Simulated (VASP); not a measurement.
# InGaAs2 (P-4m2) in VASP: further runs

The runs below take InGaAs2 through single point, with r2SCAN.

Program: VASP 6.6.1. These are calculated values, not measurements. Logs are shortened: lines on timing, memory, paths and dates and some standing lists are left out, and cuts for length are marked.

## 1. The cell of the first run

It takes space group P-4m2 (No. 115, tetragonal). Conventional cell: a = 3.946 Å, b = 3.946 Å, c = 5.626 Å, α = 90.00°, β = 90.00°, γ = 90.00°. In (site symmetry -4m2) has 4 As at 2.49 Å within 3.3 Å. Ga (site symmetry -4m2) has 4 As at 2.36 Å within 3.1 Å. As (site symmetry 2mm) has 2 Ga at 2.36 Å and 2 In at 2.49 Å within 3.1 Å.

## 2. Single point, r2SCAN (strain -0.050 along x and y, -0.050 along z)

Contents of POSCAR:

```
InGaAs2
1.0
    3.9456180596      0.0000000000      0.0000000000
    0.0000000000      3.9456180596      0.0000000000
    0.0000000000      0.0000000000      5.6261874985
In Ga As
1 1 2
Direct
    0.0000000000      0.0000000000      0.5000000000
    0.5000000000      0.5000000000      0.0000000000
    0.5000000000      0.0000000000      0.7698871174
    0.0000000000      0.5000000000      0.2301128826
```

Contents of INCAR.step1:

```
ALGO = Normal
EDIFF = 1E-4
ENCUT = 520
GGA = PE
ISMEAR = 0
LASPH = T
LCHARG = F
LREAL = F
LWAVE = T
NBANDS = 26
NELM = 80
PREC = Accurate
SIGMA = 0.03
```

Contents of INCAR.step2:

```
ALGO = Normal
EDIFF = 1E-6
ENCUT = 520
ISIF = 2
ISMEAR = 0
ISTART = 1
LASPH = T
LCHARG = F
LMIXTAU = T
LREAL = F
LWAVE = F
METAGGA = R2SCAN
NBANDS = 26
NELM = 80
PREC = Accurate
SIGMA = 0.03
```

Contents of KPOINTS:

```
k-points
0
Gamma
  8 8 6
```

Potentials or basis: VASP PAW PBE potentials, release 64 (In_d, Ga_d, As).

Launch:

```
cat potpaw_PBE.64/In_d/POTCAR potpaw_PBE.64/Ga_d/POTCAR potpaw_PBE.64/As/POTCAR > POTCAR
cp INCAR.step1 INCAR
mpirun -np 1 vasp_std > vasp.out
cp INCAR.step2 INCAR
mpirun -np 1 vasp_std > vasp.out
```

OUTCAR:

```text
EDIFF = 1E-6
   ENCUT = 520
   ISIF = 2
   ISMEAR = 0
   ISTART = 1
   LASPH = T
   LREAL = F
   METAGGA = R2SCAN
   NELM = 80
   PREC = Accurate

 ion  position               nearest neighbor table
   1  0.000  0.000  0.500-   3 2.49   4 2.49   4 2.49   3 2.49
   2  0.500  0.500  0.000-   3 2.36   4 2.36   3 2.36   4 2.36
   3  0.500  0.000  0.770-   2 2.36   2 2.36   1 2.49   1 2.49
   4  0.000  0.500  0.230-   2 2.36   2 2.36   1 2.49   1 2.49

  LATTYP: Found a simple tetragonal cell.
 ALAT       =     3.9456180596
 C/A-ratio  =     1.4259331272

  Lattice vectors:

 A1 = (   3.9456180596,   0.0000000000,   0.0000000000)
 A2 = (   0.0000000000,   3.9456180596,   0.0000000000)
 A3 = (   0.0000000000,   0.0000000000,   5.6261874985)

Analysis of symmetry for initial positions (statically):
=====================================================================
 Subroutine PRICEL returns:
 Original cell was already a primitive cell.

 Routine SETGRP: Setting up the symmetry group for a
 simple tetragonal supercell.

 Subroutine GETGRP returns: Found  8 space group operations
 (whereof  8 operations were pure point group operations)
 out of a pool of 16 trial point group operations.

The static configuration has the point symmetry D_2d.

Analysis of symmetry for dynamics (positions and initial velocities):
=====================================================================
 Subroutine PRICEL returns:
 Original cell was already a primitive cell.

 Routine SETGRP: Setting up the symmetry group for a
 simple tetragonal supercell.

 Subroutine GETGRP returns: Found  8 space group operations
 (whereof  8 operations were pure point group operations)
 out of a pool of 16 trial point group operations.

The dynamic configuration has the point symmetry D_2d.

 Subroutine INISYM returns: Found  8 space group operations
 (whereof  8 operations are pure point group operations),
 and found     1 'primitive' translations

----------------------------------------------------------------------------------------

                                     Primitive cell

  volume of cell :      87.5879

  direct lattice vectors                    reciprocal lattice vectors
     3.945618060  0.000000000  0.000000000     0.253445717  0.000000000  0.000000000
     0.000000000  3.945618060  0.000000000     0.000000000  0.253445717  0.000000000
     0.000000000  0.000000000  5.626187499     0.000000000  0.000000000  0.177740255

  length of vectors
     3.945618060  3.945618060  5.626187499     0.253445717  0.253445717  0.177740255

  position of ions in fractional coordinates (direct lattice)
     0.000000000  0.000000000  0.500000000
     0.500000000  0.500000000  0.000000000
     0.500000000  0.000000000  0.769887117
     0.000000000  0.500000000  0.230112883

  ion indices of the primitive-cell ions
   primitive index   ion index
                 1           1
                 2           2
                 3           3
                 4           4

----------------------------------------------------------------------------------------

 KPOINTS: k-points

Automatic generation of k-mesh.
 Grid dimensions read from file:
 generate k-points for:    8    8    6

 Generating k-lattice:

  Cartesian coordinates                     Fractional coordinates (reciprocal lattice)
     0.031680715  0.000000000  0.000000000     0.125000000  0.000000000  0.000000000
     0.000000000  0.031680715  0.000000000     0.000000000  0.125000000  0.000000000
     0.000000000  0.000000000  0.029623376     0.000000000  0.000000000  0.166666667

  Length of vectors
     0.031680715  0.031680715  0.029623376

  Shift w.r.t. Gamma in fractional coordinates (k-lattice)
     0.000000000  0.000000000  0.000000000

 Subroutine IBZKPT returns following result:
 ===========================================

 Found     60 irreducible k-points:

 Following reciprocal coordinates:
            Coordinates               Weight
  0.000000  0.000000  0.000000      1.000000
  0.125000  0.000000  0.000000      4.000000
  0.250000  0.000000  0.000000      4.000000
  0.375000  0.000000  0.000000      4.000000
  0.500000  0.000000  0.000000      2.000000
  0.125000  0.125000  0.000000      4.000000
[... 16 lines left out ...]
  0.375000  0.125000  0.166667     16.000000
  0.500000  0.125000  0.166667      8.000000
 [... further k-points ...]
   k-points           NKPTS =     60   k-points in BZ     NKDIM =     60   number of bands    NBANDS=     26
   number of dos      NEDOS =    301   number of ions     NIONS =      4
   total plane-waves  NPLWV =  37800
   dimension x,y,z NGX =    30 NGY =   30 NGZ =   42
   dimension x,y,z NGXF=    60 NGYF=   60 NGZF=   84
   ions per type =               1   1   2
   NGX,Y,Z   is equivalent  to a cutoff of  12.64, 12.64, 12.41 a.u.
   NGXF,Y,Z  is equivalent  to a cutoff of  25.28, 25.28, 24.82 a.u.
 SYSTEM =  unknown system
   PREC   = accura    normal or accurate (medium, high low for compatibility)
   ISTART =      1    job   : 0-new  1-cont  2-samecut
   ICHARG =      0    charge: 1-file 2-atom 10-const
   ISPIN  =      1    spin polarized calculation?
   LNONCOLLINEAR =      F non collinear calculations
   LSORBIT =      F    spin-orbit coupling
   LASPH  =      T    aspherical Exc in radial PAW
   ENCUT  =  520.0 eV  38.22 Ry    6.18 a.u.   7.34  7.34 10.46*2*pi/ulx,y,z
   NELM   =     80;   NELMIN=  2; NELMDL=  0     # of ELM steps
   EDIFF  = 0.1E-05   stopping-criterion for ELM
   LREAL  =      F    real-space projection
   EDIFFG = 0.1E-04   stopping-criterion for IOM
   NSW    =      0    number of steps for IOM
   IBRION =     -1    ionic relax: 0-MD 1-quasi-New 2-CG
   NFREE  =      0    steps in history (QN), initial steepest desc. (CG)
   ISIF   =      2    stress and relaxation
   ISYM   =      2    0-nonsym 1-usesym 2-fastsym
   POTIM  = 0.5000    time-step for ionic-motion
   TEBEG  =    0.0;   TEEND  =   0.0 temperature during run
   PSTRESS=    0.0 pullay stress
   NELECT =      36.0000    total number of electrons
   NUPDOWN=      -1.0000    fix difference up-down
   EMIN   =  10.00;   EMAX   =-10.00  energy-range for DOS
   EFERMI =   0.00;   METHOD = LEGACY
   ISMEAR =     0;   SIGMA  =   0.03  broadening in eV -4-tet -1-fermi 0-gaus
   EFERMI_NEDOS =   21; number of points for ismear=-14 and -15
   IALGO  =     38    algorithm
   IMIX   =      4    mixing-type and parameters
     AMIX     =   0.40;   BMIX     =  1.00
     AMIX_MAG =   1.60;   BMIX_MAG =  1.00
  volume/ion in A,a.u.               =      21.90       147.77
  Fermi-wavevector in a.u.,A,eV,Ry     =   1.217197  2.300169 20.157966  1.481569
  Thomas-Fermi vector in A             =   2.352526
   LORBIT       =      0    0 simple, 1 ext, 2 COOP (PROOUT), +10 PAW based schemes
   METAGGA = R2SCAN    functional components
   LHFCALC =     F    Hartree Fock is set to
   AEXX    =    0.0000 exact exchange contribution
   IVDW    =     0    specifies the selected vdW correction
   LEPSILON=     F    determine dielectric tensor
   LRPA    =     F    only Hartree local field effects (RPA)
 non-spin polarized calculation
 Gauss-broadening in eV      SIGMA  =   0.03
  energy-cutoff  :      520.00
  volume of cell :       87.59
 maximum number of plane-waves:      2389
 NGX is ok and might be reduce to    30
   NGX = 15   NGY = 15   NGZ = 21

 number of electron      36.0000002 magnetization

 Free energy of the ion-electron system (eV)
  ---------------------------------------------------
  ext. energy  EPLUGINS =         0.00000000
  ---------------------------------------------------
  free energy    TOTEN  =       -64.46228218 eV

  energy without entropy =      -64.46228218  energy(sigma->0) =      -64.46228218

 E-fermi :   5.6593     XC(G=0): -10.6009

 val. band max:        5.5391853342   @ k =   0.0000   0.0000   0.0000
 cond. band min:       6.7517998441   @ k =   0.0000   0.0000   0.0000
 fundamental gap:      1.2126145099
 Fermi energy:         5.6593160364

 k-point     1 :       0.0000    0.0000    0.0000
  band No.  band energies     occupation
      1     -10.2185      2.00000
      2     -10.0611      2.00000
      3     -10.0611      2.00000
      4      -9.9996      2.00000
      5      -9.9515      2.00000
      6      -9.8531      2.00000
[... 18 lines left out ...]
     25      14.0941      0.00000
     26      15.9148      0.00000

 k-point     2 :       0.1250    0.0000    0.0000
  band No.  band energies     occupation
      1     -10.2135      2.00000
      2     -10.0745      2.00000
      3     -10.0598      2.00000
      4      -9.9959      2.00000
      5      -9.9535      2.00000
      6      -9.8440      2.00000
[... 18 lines left out ...]
     25      14.7977      0.00000
     26      14.9401      0.00000

 k-point     3 :       0.2500    0.0000    0.0000
  band No.  band energies     occupation
      1     -10.2013      2.00000
      2     -10.1052      2.00000
      3     -10.0568      2.00000
      4      -9.9886      2.00000
      5      -9.9583      2.00000
      6      -9.8279      2.00000
[... 18 lines left out ...]
     25      13.8732      0.00000
     26      14.5040      0.00000

 k-point     4 :       0.3750    0.0000    0.0000
  band No.  band energies     occupation
      1     -10.1863      2.00000
      2     -10.1381      2.00000
      3     -10.0537      2.00000
      4      -9.9826      2.00000
      5      -9.9632      2.00000
      6      -9.8265      2.00000
[... 18 lines left out ...]
     25      12.8666      0.00000
     26      13.4718      0.00000

 k-point     5 :       0.5000    0.0000    0.0000
  band No.  band energies     occupation
      1     -10.1720      2.00000
      2     -10.1598      2.00000
      3     -10.0524      2.00000
      4      -9.9805      2.00000
      5      -9.9653      2.00000
      6      -9.8313      2.00000
[... 18 lines left out ...]
     25      12.0683      0.00000
     26      12.5132      0.00000

 k-point     6 :       0.1250    0.1250    0.0000
  band No.  band energies     occupation
      1     -10.2092      2.00000
      2     -10.0872      2.00000
      3     -10.0583      2.00000
      4      -9.9932      2.00000
      5      -9.9556      2.00000
      6      -9.8347      2.00000
[... 427 lines left out ...]
 k-point    21 :       0.1250    0.1250    0.1667
  band No.  band energies     occupation
      1     -10.2043      2.00000
      2     -10.0874      2.00000
      3     -10.0580      2.00000
      4      -9.9927      2.00000
      5      -9.9558      2.00000
      6      -9.8524      2.00000
[... 18 lines left out ...]
     25      13.1313      0.00000
     26      14.1640      0.00000

 k-point    22 :       0.2500    0.1250    0.1667
  band No.  band energies     occupation
      1     -10.1960      2.00000
      2     -10.1170      2.00000
      3     -10.0554      2.00000
      4      -9.9870      2.00000
      5      -9.9614      2.00000
      6      -9.8308      2.00000
[... 18 lines left out ...]
     25      11.9599      0.00000
     26      13.9644      0.00000

 k-point    23 :       0.3750    0.1250    0.1667
  band No.  band energies     occupation
      1     -10.1866      2.00000
      2     -10.1476      2.00000
      3     -10.0526      2.00000
      4      -9.9818      2.00000
      5      -9.9669      2.00000
      6      -9.8225      2.00000
[... 18 lines left out ...]
     25      12.4266      0.00000
     26      14.0742      0.00000

 k-point    24 :       0.5000    0.1250    0.1667
  band No.  band energies     occupation
      1     -10.1775      2.00000
      2     -10.1657      2.00000
      3     -10.0514      2.00000
      4      -9.9798      2.00000
      5      -9.9692      2.00000
      6      -9.8240      2.00000
[... 18 lines left out ...]
     25      12.6079      0.00000
     26      13.1029      0.00000

 [... further k-points ...]

------------------------ aborting loop because EDIFF is reached ----------------------------------------

  FORCE on cell =-STRESS in cart. coord.  units (eV):
  Direction    XX          YY          ZZ          XY          YZ          ZX
  --------------------------------------------------------------------------------------
  -------------------------------------------------------------------------------------
  Total        7.6524020      7.6524020      7.8008455      0.0000000      0.0000000      0.0000000
  in kB      139.9793827    139.9793827    142.6947433      0.0000000      0.0000000      0.0000000
  external PRESSURE =     140.8845029 kB  Pullay stress =       0.0000000 kB

 VOLUME and BASIS-vectors are now :
 -----------------------------------------------------------------------------
  energy-cutoff  :      520.00
  volume of cell :       87.59
      direct lattice vectors                 reciprocal lattice vectors
     3.945618060  0.000000000  0.000000000     0.253445717  0.000000000  0.000000000
     0.000000000  3.945618060  0.000000000     0.000000000  0.253445717  0.000000000
     0.000000000  0.000000000  5.626187499     0.000000000  0.000000000  0.177740255

 POSITION                                       TOTAL-FORCE (eV/Angst)
 -----------------------------------------------------------------------------------
      0.00000      0.00000      2.81309        -0.000000     -0.000000     -0.000000
      1.97281      1.97281      0.00000        -0.000000      0.000000     -0.000000
      1.97281      0.00000      4.33153        -0.000000     -0.000000      0.192232
      0.00000      1.97281      1.29466         0.000000     -0.000000     -0.192232
 -----------------------------------------------------------------------------------
    total drift:                                0.000000      0.000000      0.000000

  FREE ENERGIE OF THE ION-ELECTRON SYSTEM (eV)
  ---------------------------------------------------
  free  energy   TOTEN  =       -64.4622821767 eV

  energy  without entropy=      -64.4622821766  energy(sigma->0) =      -64.46228218
```

It took 7.3 min on 1 thread of AMD EPYC 9R45 (Zen 5), shared host; peak memory 0.26 GiB.

Results:

| Quantity | Value |
| --- | --- |
| Free energy | -64.4623 eV |
| Pressure | 14.1 GPa |
| Largest force | 0.192 eV/Å |
| Band gap on the k mesh | 1.21 eV, direct |

Forces on the atoms (eV/Å):
```
In   0.000  0.000  0.000
Ga   0.000  0.000  0.000
As   0.000  0.000  0.192
As   0.000  0.000 -0.192
```

Caveat: the cell differs from its parent crystal (strain -0.050 along x and y, -0.050 along z); the PAW data sets were made with another functional, which shifts forces and pressure a little; spin-orbit coupling is left out, which moves the levels of the heavy elements.

## 3. Single point, r2SCAN (strain -0.050 along x and y, -0.025 along z)

Changes to POSCAR since step 2:

```diff
@@ -4,3 +4,3 @@
     0.0000000000      3.9456180596      0.0000000000
-    0.0000000000      0.0000000000      5.6261874985
+    0.0000000000      0.0000000000      5.7742450642
 In Ga As
```

Contents of INCAR.step1:

```
SYSTEM = InGaAs2
PREC = Accurate
ENCUT = 520
ISMEAR = 0
SIGMA = 0.03
LREAL = .False.
LASPH = .True.
NELM = 60
NBANDS = 26
GGA = PE
ALGO = Normal
EDIFF = 1E-4
LWAVE = .True.
LCHARG = .False.
```

Contents of INCAR.step2:

```
SYSTEM = InGaAs2
PREC = Accurate
ENCUT = 520
EDIFF = 1E-6
ISMEAR = 0
SIGMA = 0.03
LREAL = .False.
LASPH = .True.
NELM = 60
ALGO = Normal
ISIF = 2
LWAVE = .False.
LCHARG = .False.
METAGGA = R2SCAN
LMIXTAU = .True.
NBANDS = 26
ISTART = 1
```

Contents of KPOINTS:

```
regular mesh
0
Gamma
  8 8 6
  0 0 0
```

Potentials or basis: VASP PAW PBE potentials, release 64 (In_d, Ga_d, As).

Launch:

```
cat potpaw_PBE.64/In_d/POTCAR potpaw_PBE.64/Ga_d/POTCAR potpaw_PBE.64/As/POTCAR > POTCAR
cp INCAR.step1 INCAR
mpirun -np 1 vasp_std > vasp.out
cp INCAR.step2 INCAR
mpirun -np 1 vasp_std > vasp.out
```

Run time: 8.7 min. Hardware: 1 thread of AMD EPYC 9R45 (Zen 5), shared host; peak memory 0.27 GiB.

The run converged. Its results:

* Free energy: -64.6391 eV
* Pressure: 11.0 GPa
* Largest force: 0.135 eV/Å
* Band gap on the k mesh: 1.04 eV, direct

Forces on the atoms (eV/Å):
```
In   0.000  0.000  0.000
Ga   0.000  0.000  0.000
As   0.000  0.000  0.135
As   0.000  0.000 -0.135
```

Stress tensor (GPa, compression positive):
```
11.35  0.00  0.00
 0.00 11.35  0.00
 0.00  0.00 10.29
```

Levels at points of the mesh, in eV from the valence-band top:
```tsv
k point	band 15	band 16	band 17	band 18	band 19	band 20	band 21	band 22
(0.00, 0.00, 0.00)	-3.03	-0.36	0.00	0.00	1.04	1.69	2.29	4.09
(0.50, 0.00, 0.00)	-4.02	-3.73	-1.71	-0.98	2.70	3.97	5.41	5.54
(0.50, 0.50, 0.00)	-3.38	-3.15	-3.15	-2.95	1.41	1.41	1.76	2.06
(0.00, 0.00, 0.50)	-2.28	-2.28	-1.48	-1.48	2.19	2.31	3.37	4.07
(0.50, 0.00, 0.50)	-1.67	-1.53	-1.49	-0.87	1.18	1.75	4.42	5.03
(0.50, 0.50, 0.50)	-4.02	-3.92	-3.81	-3.81	4.58	4.58	4.81	5.06
```

Caveat: the cell differs from its parent crystal (strain -0.050 along x and y, -0.025 along z); the PAW data sets were made with another functional, which shifts forces and pressure a little; spin-orbit coupling is left out, which moves the levels of the heavy elements. A k mesh can miss the band edges.

## 4. Single point, r2SCAN (strain -0.050 along x and y, +0.000 along z)

Changes to POSCAR since step 3:

```diff
@@ -4,3 +4,3 @@
     0.0000000000      3.9456180596      0.0000000000
-    0.0000000000      0.0000000000      5.7742450642
+    0.0000000000      0.0000000000      5.9223026300
 In Ga As
```

Contents of INCAR.step1:

```
PREC = Accurate
ENCUT = 520
ISMEAR = 0
SIGMA = 0.03
LREAL = False
LASPH = True
NELM = 80
NBANDS = 26
GGA = PE
ALGO = Normal
EDIFF = 1E-4
LWAVE = True
LCHARG = False
```

Contents of INCAR.step2:

```
PREC = Accurate
ENCUT = 520
EDIFF = 1E-7
ISMEAR = 0
SIGMA = 0.03
LREAL = False
LASPH = True
NELM = 80
ALGO = Normal
ISIF = 2
LWAVE = False
LCHARG = True
METAGGA = R2SCAN
LMIXTAU = True
LELF = True
LVHAR = True
NBANDS = 26
ISTART = 1
```

Contents of KPOINTS:

```
regular mesh
0
Gamma
  8 8 6
```

Launch:

```
cat potpaw_PBE.64/In_d/POTCAR potpaw_PBE.64/Ga_d/POTCAR potpaw_PBE.64/As/POTCAR > POTCAR
cp INCAR.step1 INCAR
mpirun -np 1 vasp_std > vasp.out
cp INCAR.step2 INCAR
mpirun -np 1 vasp_std > vasp.out
```

Wall time 10 min (1 thread of AMD EPYC 9R45 (Zen 5), shared host); peak memory 0.28 GiB.

The run converged. Its results:

| Quantity | Value |
| --- | --- |
| Free energy | -64.7597 eV |
| Pressure | 8.2 GPa |
| Largest force | 0.089 eV/Å |
| Band gap on the k mesh | 0.83 eV, direct |

Forces in eV/Å, atoms in the order of the input:
```
In   0.000  0.000  0.000
Ga   0.000  0.000  0.000
As   0.000  0.000  0.089
As   0.000  0.000 -0.089
```

Stress tensor (GPa, compression positive):
```
9.10 0.00 0.00
0.00 9.10 0.00
0.00 0.00 6.46
```

Levels at points of the mesh, in eV from the valence-band top:
```tsv
k point	band 16	band 17	band 18	band 19	band 20	band 21
(0.00, 0.00, 0.00)	-0.50	0.00	0.00	0.83	1.78	2.38
(0.50, 0.00, 0.00)	-3.74	-1.59	-0.87	2.75	3.97	5.25
(0.50, 0.50, 0.00)	-3.14	-3.14	-2.96	1.36	1.36	1.63
(0.00, 0.00, 0.50)	-2.16	-1.38	-1.38	2.27	2.42	3.27
(0.50, 0.00, 0.50)	-1.61	-1.56	-0.78	1.05	1.53	4.31
(0.50, 0.50, 0.50)	-3.86	-3.72	-3.72	4.38	4.38	4.48
```

Caveat: the cell differs from its parent crystal (strain -0.050 along x and y, +0.000 along z); the PAW data sets were made with another functional, which shifts forces and pressure a little; spin-orbit coupling is left out, which moves the levels of the heavy elements. A k mesh can miss the band edges.

(Part 1 of 2 ends here.)
